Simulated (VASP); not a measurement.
# V (Fd-3m) in VASP: a series of runs

Runs on V. Level: PBE. Tasks: single point.

Everything below comes from runs of VASP 6.6.1. Logs are shortened: lines on timing, memory, paths and dates and some standing lists are left out, and cuts for length are marked.

## Step 1: The cell of the first run

Symmetry: Fd-3m, No. 227, cubic system. The conventional cell has a = 5.168 Å, b = 5.168 Å, c = 5.168 Å, α = 90.00°, β = 90.00°, γ = 90.00°. V (site symmetry -43m) has 4 V at 2.24 Å within 3.0 Å.

This isn't the form of V at room conditions, which is bcc.

## Step 2: Single point, PBE (17.25 Å³/atom)

Contents of INCAR:

```
SYSTEM = V
  PREC = Accurate
  ENCUT = 520
  EDIFF = 1E-6
  ISMEAR = -1
  SIGMA = 0.1
  LREAL = .FALSE.
  LASPH = .TRUE.
  NELM = 100
  ALGO = Normal
  ISIF = 2
  LWAVE = .FALSE.
  LCHARG = .FALSE.
  GGA = PE
  NBANDS = 20
```

Contents of KPOINTS:

```
regular mesh
0
G
  17 17 17
  0 0 0
```

Contents of POSCAR:

```
V
1.0
    0.0000000000      2.5839826776      2.5839826776
    2.5839826776      0.0000000000      2.5839826776
    2.5839826776      2.5839826776      0.0000000000
V
2
Direct
    0.1250000000      0.1250000000      0.1250000000
    0.8750000000      0.8750000000      0.8750000000
```

Potentials or basis: VASP PAW PBE potentials, release 64 (V_sv).

Command:

```sh
$ cat potpaw_PBE.64/V_sv/POTCAR > POTCAR
$ mpirun -np 1 vasp_std > vasp.out
```

OUTCAR:

```text
SYSTEM = V
   PREC = Accurate
   ENCUT = 520
   EDIFF = 1E-6
   ISMEAR = -1
   LREAL = .FALSE.
   LASPH = .TRUE.
   NELM = 100
   ISIF = 2
   GGA = PE

 ion  position               nearest neighbor table
   1  0.125  0.125  0.125-   2 2.24   2 2.24   2 2.24   2 2.24
   2  0.875  0.875  0.875-   1 2.24   1 2.24   1 2.24   1 2.24

  LATTYP: Found a face centered cubic cell.
 ALAT       =     5.1679653552

  Lattice vectors:

 A1 = (   0.0000000000,   2.5839826776,   2.5839826776)
 A2 = (   2.5839826776,   0.0000000000,   2.5839826776)
 A3 = (   2.5839826776,   2.5839826776,   0.0000000000)

Analysis of symmetry for initial positions (statically):
=====================================================================
 Subroutine PRICEL returns:
 Original cell was already a primitive cell.

 Routine SETGRP: Setting up the symmetry group for a
 face centered cubic supercell.

 Subroutine GETGRP returns: Found 48 space group operations
 (whereof 12 operations were pure point group operations)
 out of a pool of 48 trial point group operations.

The static configuration has the point symmetry D_3d.
 The point group associated with its full space group is O_h .

Analysis of symmetry for dynamics (positions and initial velocities):
=====================================================================
 Subroutine PRICEL returns:
 Original cell was already a primitive cell.

 Routine SETGRP: Setting up the symmetry group for a
 face centered cubic supercell.

 Subroutine GETGRP returns: Found 48 space group operations
 (whereof 12 operations were pure point group operations)
 out of a pool of 48 trial point group operations.

The dynamic configuration has the point symmetry D_3d.
 The point group associated with its full space group is O_h .

 Subroutine INISYM returns: Found 48 space group operations
 (whereof 12 operations are pure point group operations),
 and found     1 'primitive' translations

----------------------------------------------------------------------------------------

                                     Primitive cell

  volume of cell :      34.5063

  direct lattice vectors                    reciprocal lattice vectors
     0.000000000  2.583982678  2.583982678    -0.193499749  0.193499749  0.193499749
     2.583982678  0.000000000  2.583982678     0.193499749 -0.193499749  0.193499749
     2.583982678  2.583982678  0.000000000     0.193499749  0.193499749 -0.193499749

  length of vectors
     3.654303348  3.654303348  3.654303348     0.335151397  0.335151397  0.335151397

  position of ions in fractional coordinates (direct lattice)
     0.125000000  0.125000000  0.125000000
     0.875000000  0.875000000  0.875000000

  ion indices of the primitive-cell ions
   primitive index   ion index
                 1           1
                 2           2

----------------------------------------------------------------------------------------

 KPOINTS: regular mesh

Automatic generation of k-mesh.
 Grid dimensions read from file:
 generate k-points for:   17   17   17

 Generating k-lattice:

  Cartesian coordinates                     Fractional coordinates (reciprocal lattice)
    -0.011382338  0.011382338  0.011382338     0.058823529  0.000000000  0.000000000
     0.011382338 -0.011382338  0.011382338     0.000000000  0.058823529  0.000000000
     0.011382338  0.011382338 -0.011382338     0.000000000  0.000000000  0.058823529

  Length of vectors
     0.019714788  0.019714788  0.019714788

  Shift w.r.t. Gamma in fractional coordinates (k-lattice)
     0.000000000  0.000000000  0.000000000

 Subroutine IBZKPT returns following result:
 ===========================================

 Found    165 irreducible k-points:

 Following reciprocal coordinates:
            Coordinates               Weight
  0.000000  0.000000  0.000000      1.000000
  0.058824  0.000000  0.000000      8.000000
  0.117647  0.000000  0.000000      8.000000
  0.176471  0.000000  0.000000      8.000000
  0.235294  0.000000  0.000000      8.000000
  0.294118  0.000000  0.000000      8.000000
[... 16 lines left out ...]
 -0.176471  0.058824  0.000000     24.000000
 -0.117647  0.058824  0.000000     24.000000
 [... further k-points ...]
   k-points           NKPTS =    165   k-points in BZ     NKDIM =    165   number of bands    NBANDS=     20
   number of dos      NEDOS =    301   number of ions     NIONS =      2
   total plane-waves  NPLWV =  21952
   dimension x,y,z NGX =    28 NGY =   28 NGZ =   28
   dimension x,y,z NGXF=    56 NGYF=   56 NGZF=   56
   ions per type =               2
   NGX,Y,Z   is equivalent  to a cutoff of  12.74, 12.74, 12.74 a.u.
   NGXF,Y,Z  is equivalent  to a cutoff of  25.48, 25.48, 25.48 a.u.
 SYSTEM =  V
   PREC   = accura    normal or accurate (medium, high low for compatibility)
   ISTART =      0    job   : 0-new  1-cont  2-samecut
   ICHARG =      2    charge: 1-file 2-atom 10-const
   ISPIN  =      1    spin polarized calculation?
   LNONCOLLINEAR =      F non collinear calculations
   LSORBIT =      F    spin-orbit coupling
   LASPH  =      T    aspherical Exc in radial PAW
   ENCUT  =  520.0 eV  38.22 Ry    6.18 a.u.   6.79  6.79  6.79*2*pi/ulx,y,z
   NELM   =    100;   NELMIN=  2; NELMDL= -5     # of ELM steps
   EDIFF  = 0.1E-05   stopping-criterion for ELM
   LREAL  =      F    real-space projection
   EDIFFG = 0.1E-04   stopping-criterion for IOM
   NSW    =      0    number of steps for IOM
   IBRION =     -1    ionic relax: 0-MD 1-quasi-New 2-CG
   NFREE  =      0    steps in history (QN), initial steepest desc. (CG)
   ISIF   =      2    stress and relaxation
   ISYM   =      2    0-nonsym 1-usesym 2-fastsym
   POTIM  = 0.5000    time-step for ionic-motion
   TEBEG  =    0.0;   TEEND  =   0.0 temperature during run
   PSTRESS=    0.0 pullay stress
   NELECT =      26.0000    total number of electrons
   NUPDOWN=      -1.0000    fix difference up-down
   EMIN   =  10.00;   EMAX   =-10.00  energy-range for DOS
   EFERMI =   0.00;   METHOD = LEGACY
   ISMEAR =    -1;   SIGMA  =   0.10  broadening in eV -4-tet -1-fermi 0-gaus
   EFERMI_NEDOS =   21; number of points for ismear=-14 and -15
   IALGO  =     38    algorithm
   IMIX   =      4    mixing-type and parameters
     AMIX     =   0.40;   BMIX     =  1.00
     AMIX_MAG =   1.60;   BMIX_MAG =  1.00
  volume/ion in A,a.u.               =      17.25       116.43
  Fermi-wavevector in a.u.,A,eV,Ry     =   1.489703  2.815130 30.194252  2.219215
  Thomas-Fermi vector in A             =   2.602578
   LORBIT       =      0    0 simple, 1 ext, 2 COOP (PROOUT), +10 PAW based schemes
   GGA     = PE    functional components
   LHFCALC =     F    Hartree Fock is set to
   AEXX    =    0.0000 exact exchange contribution
   IVDW    =     0    specifies the selected vdW correction
   LEPSILON=     F    determine dielectric tensor
   LRPA    =     F    only Hartree local field effects (RPA)
 non-spin polarized calculation
  energy-cutoff  :      520.00
  volume of cell :       34.51
 maximum number of plane-waves:       946
   NGX = 13   NGY = 13   NGZ = 13

 number of electron      25.9999984 magnetization

 Free energy of the ion-electron system (eV)
  ---------------------------------------------------
  ext. energy  EPLUGINS =         0.00000000
  ---------------------------------------------------
  free energy    TOTEN  =       -13.21210588 eV

  energy without entropy =      -13.06387657  energy(sigma->0) =      -13.13799123

 E-fermi :   6.9889     XC(G=0): -11.2375

 val. band max:        6.9887093469   @ k =  -0.3529   0.2353   0.0000
 cond. band min:       6.9944931151   @ k =  -0.4118   0.4118   0.1765
 fundamental gap:      0.0057837682
 Fermi energy:         6.9888538665

 k-point     1 :       0.0000    0.0000    0.0000
  band No.  band energies     occupation
      1     -56.7430      2.00000
      2     -55.9535      2.00000
      3     -30.8183      2.00000
      4     -30.8183      2.00000
      5     -30.8183      2.00000
      6     -29.8025      2.00000
[... 12 lines left out ...]
     19      11.0356      0.00000
     20      20.5010      0.00000

 k-point     2 :       0.0588    0.0000    0.0000
  band No.  band energies     occupation
      1     -56.7381      2.00000
      2     -55.9586      2.00000
      3     -30.8232      2.00000
      4     -30.8232      2.00000
      5     -30.8188      2.00000
      6     -29.8027      2.00000
[... 12 lines left out ...]
     19      11.0325      0.00000
     20      19.4162      0.00000

 k-point     3 :       0.1176    0.0000    0.0000
  band No.  band energies     occupation
      1     -56.7237      2.00000
      2     -55.9738      2.00000
      3     -30.8371      2.00000
      4     -30.8371      2.00000
      5     -30.8203      2.00000
      6     -29.8030      2.00000
[... 12 lines left out ...]
     19      11.0214      0.00000
     20      18.1637      0.00000

 k-point     4 :       0.1765    0.0000    0.0000
  band No.  band energies     occupation
      1     -56.7006      2.00000
      2     -55.9980      2.00000
      3     -30.8573      2.00000
      4     -30.8573      2.00000
      5     -30.8230      2.00000
      6     -29.8031      2.00000
[... 12 lines left out ...]
     19      10.9974      0.00000
     20      16.8734      0.00000

 k-point     5 :       0.2353    0.0000    0.0000
  band No.  band energies     occupation
      1     -56.6705      2.00000
      2     -56.0295      2.00000
      3     -30.8808      2.00000
      4     -30.8808      2.00000
      5     -30.8267      2.00000
      6     -29.8026      2.00000
[... 12 lines left out ...]
     19      10.9537      0.00000
     20      15.5823      0.00000

 k-point     6 :       0.2941    0.0000    0.0000
  band No.  band energies     occupation
      1     -56.6358      2.00000
      2     -56.0655      2.00000
      3     -30.9040      2.00000
      4     -30.9040      2.00000
      5     -30.8313      2.00000
      6     -29.8013      2.00000
[... 12 lines left out ...]
     19      10.8839      0.00000
     20      14.3413      0.00000

 k-point     7 :       0.3529    0.0000    0.0000
  band No.  band energies     occupation
      1     -56.6004      2.00000
      2     -56.1022      2.00000
      3     -30.9241      2.00000
      4     -30.9241      2.00000
      5     -30.8359      2.00000
      6     -29.7995      2.00000
[... 12 lines left out ...]
     19      10.7858      0.00000
     20      13.2192      0.00000
[... 277 lines left out ...]
 k-point    20 :      -0.3529    0.0588    0.0000
  band No.  band energies     occupation
      1     -56.5852      2.00000
      2     -56.1178      2.00000
      3     -30.9610      2.00000
      4     -30.9268      2.00000
      5     -30.8074      2.00000
      6     -29.8244      2.00000
[... 12 lines left out ...]
     19      10.9090      0.00000
     20      12.8856      0.00000

 k-point    21 :      -0.2941    0.0588    0.0000
  band No.  band energies     occupation
      1     -56.6198      2.00000
      2     -56.0821      2.00000
      3     -30.9423      2.00000
      4     -30.9062      2.00000
      5     -30.8072      2.00000
      6     -29.8231      2.00000
[... 12 lines left out ...]
     19      11.0107      0.00000
     20      13.9503      0.00000

 k-point    22 :      -0.2353    0.0588    0.0000
  band No.  band energies     occupation
      1     -56.6552      2.00000
      2     -56.0454      2.00000
      3     -30.9181      2.00000
      4     -30.8827      2.00000
      5     -30.8075      2.00000
      6     -29.8209      2.00000
[... 12 lines left out ...]
     19      11.0719      0.00000
     20      15.1625      0.00000

 k-point    23 :      -0.1765    0.0588    0.0000
  band No.  band energies     occupation
      1     -56.6871      2.00000
      2     -56.0122      2.00000
      3     -30.8909      2.00000
      4     -30.8595      2.00000
      5     -30.8086      2.00000
      6     -29.8175      2.00000
[... 12 lines left out ...]
     19      11.0971      0.00000
     20      16.4439      0.00000

 k-point    24 :      -0.1176    0.0588    0.0000
  band No.  band energies     occupation
      1     -56.7126      2.00000
      2     -55.9854      2.00000
      3     -30.8639      2.00000
      4     -30.8398      2.00000
      5     -30.8109      2.00000
      6     -29.8132      2.00000
[... 12 lines left out ...]
     19      11.0937      0.00000
     20      17.7249      0.00000

 [... further k-points ...]
[... 5 lines left out ...]
  --------------------------------------------------------------------------------------
  -------------------------------------------------------------------------------------
  Total        1.4661350      1.4661350      1.4661350      0.0000000     -0.0000000      0.0000000
  in kB       68.0747043     68.0747043     68.0747043      0.0000000     -0.0000000      0.0000000
  external PRESSURE =      68.0747043 kB  Pullay stress =       0.0000000 kB

 VOLUME and BASIS-vectors are now :
 -----------------------------------------------------------------------------
  energy-cutoff  :      520.00
  volume of cell :       34.51
      direct lattice vectors                 reciprocal lattice vectors
     0.000000000  2.583982678  2.583982678    -0.193499749  0.193499749  0.193499749
     2.583982678  0.000000000  2.583982678     0.193499749 -0.193499749  0.193499749
     2.583982678  2.583982678  0.000000000     0.193499749  0.193499749 -0.193499749

 POSITION                                       TOTAL-FORCE (eV/Angst)
 -----------------------------------------------------------------------------------
      0.64600      0.64600      0.64600         0.000000      0.000000      0.000000
      4.52197      4.52197      4.52197        -0.000000     -0.000000     -0.000000
 -----------------------------------------------------------------------------------
    total drift:                                0.000000     -0.000000     -0.000000

  FREE ENERGIE OF THE ION-ELECTRON SYSTEM (eV)
  ---------------------------------------------------
  free  energy   TOTEN  =       -13.2121058823 eV

  energy  without entropy=      -13.0638765748  energy(sigma->0) =      -13.13799123
```

It took 2.8 min on 1 thread of Intel Xeon 8259CL, shared host; peak memory 0.22 GiB.

Results:

```
Free energy            : -13.2121 eV
Pressure               : 6.8 GPa
Band gap on the k mesh : zero (bands 13 and 14 overlap by 1.04 eV)
```

Levels at points of the mesh, in eV from the Fermi level:
| k point | band 10 | band 11 | band 12 | band 13 | band 14 | band 15 | band 16 | band 17 |
| --- | --- | --- | --- | --- | --- | --- | --- | --- |
| (0.00, 0.00, 0.00) | -1.26 | -1.26 | -0.61 | -0.61 | -0.61 | 1.61 | 1.61 | 1.61 |

Caveat: the cell stands under pressure.

## Step 3: Single point, PBE (18.00 Å³/atom)

This run uses another cell than the first one, of 18.00 Å³/atom.

Contents of INCAR:

```
SYSTEM = V
ALGO     = Normal         ! electronic algorithm
EDIFF    = 1E-6           ! SCF threshold, eV
ENCUT    = 520            ! plane-wave cutoff, eV
GGA      = PE             ! functional
ISIF     = 2              ! what is computed and relaxed
ISMEAR   = -1             ! smearing method
LASPH    = .True.         ! aspherical terms in the spheres
LCHARG   = .False.        ! write CHGCAR
LREAL    = .False.        ! projectors in reciprocal space
LWAVE    = .False.        ! write WAVECAR
NBANDS   = 20             ! bands
NELM     = 100            ! most SCF steps
PREC     = Accurate       ! precision mode
SIGMA    = 0.1            ! smearing width, eV
```

Contents of KPOINTS:

```
k-points
0
Gamma
  17 17 17
  0 0 0
```

Contents of POSCAR:

```
V
1.0
    0.0000000000      2.6209017038      2.6209017038
    2.6209017038      0.0000000000      2.6209017038
    2.6209017038      2.6209017038      0.0000000000
V
2
Direct
    0.1250000000      0.1250000000      0.1250000000
    0.8750000000      0.8750000000      0.8750000000
```

Potentials or basis: VASP PAW PBE potentials, release 64 (V_sv).

Command:

```sh
$ cat potpaw_PBE.64/V_sv/POTCAR > POTCAR
$ mpirun -np 1 vasp_std > vasp.out
```

Wall time 4 min (1 thread of Intel Xeon 8259CL, shared host); peak memory 0.23 GiB.

Results (log left out):

| Item | Value |
| --- | --- |
| Free energy | -13.2593 eV |
| Pressure | 3.3 GPa |
| Band gap on the k mesh | zero (bands 13 and 14 overlap by 0.94 eV) |

Levels at points of the mesh, in eV from the Fermi level:
| k point | band 10 | band 11 | band 12 | band 13 | band 14 | band 15 | band 16 | band 17 |
| --- | --- | --- | --- | --- | --- | --- | --- | --- |
| (0.00, 0.00, 0.00) | -1.15 | -1.15 | -0.57 | -0.57 | -0.57 | 1.55 | 1.55 | 1.55 |

Caveat: the cell stands under pressure.

## Step 4: Single point, PBE

This run uses another cell than the first one, of 18.75 Å³/atom.

Contents of INCAR:

```
ALGO = Normal
EDIFF = 1E-6
ENCUT = 520
GGA = PE
ISIF = 2
ISMEAR = -1
LASPH = T
LCHARG = F
LREAL = F
LWAVE = F
NBANDS = 20
NELM = 60
PREC = Accurate
SIGMA = 0.1
```

Contents of KPOINTS:

```
k-points
0
Gamma
  17 17 17
```

Contents of POSCAR:

```
V
1.0
    0.0000000000      2.6568089289      2.6568089289
    2.6568089289      0.0000000000      2.6568089289
    2.6568089289      2.6568089289      0.0000000000
V
2
Direct
    0.1250000000      0.1250000000      0.1250000000
    0.8750000000      0.8750000000      0.8750000000
```

Command:

```sh
$ cat potpaw_PBE.64/V_sv/POTCAR > POTCAR
$ mpirun -np 1 vasp_std > vasp.out
```

It took 3.8 min on 1 thread of Intel Xeon 8259CL, shared host; peak memory 0.23 GiB.

Results (log left out):

* Free energy: -13.2767 eV
* Pressure: 0.4 GPa
* Band gap on the k mesh: zero (bands 13 and 14 overlap by 0.89 eV)

Levels at points of the mesh, in eV from the Fermi level:
```
           k point  band 10  band 11  band 12  band 13  band 14  band 15  band 16  band 17
(0.00, 0.00, 0.00)    -1.04    -1.04    -0.54    -0.54    -0.54     1.50     1.50     1.50
```

## Step 5: Overview

| cell | gap on the mesh (eV) | pressure (GPa) |
| --- | --- | --- |
| a = 3.654 Å, angles 60.0°, 2 atoms | none | 6.8 |
| a = 3.707 Å, angles 60.0°, 2 atoms | none | 3.3 |
| a = 3.757 Å, angles 60.0°, 2 atoms | none | 0.4 |

Alike in all rows: task single point; level PBE; potentials or basis VASP PAW PBE potentials, release 64 (V_sv); no spin polarisation; k mesh 17 × 17 × 17; cutoff (eV) 520; smearing fermi-dirac 0.1 eV.

Caveats: the cell stands under pressure (at least some runs).

Total energies depend on the potentials used, so only differences within one code and one set of settings carry meaning.
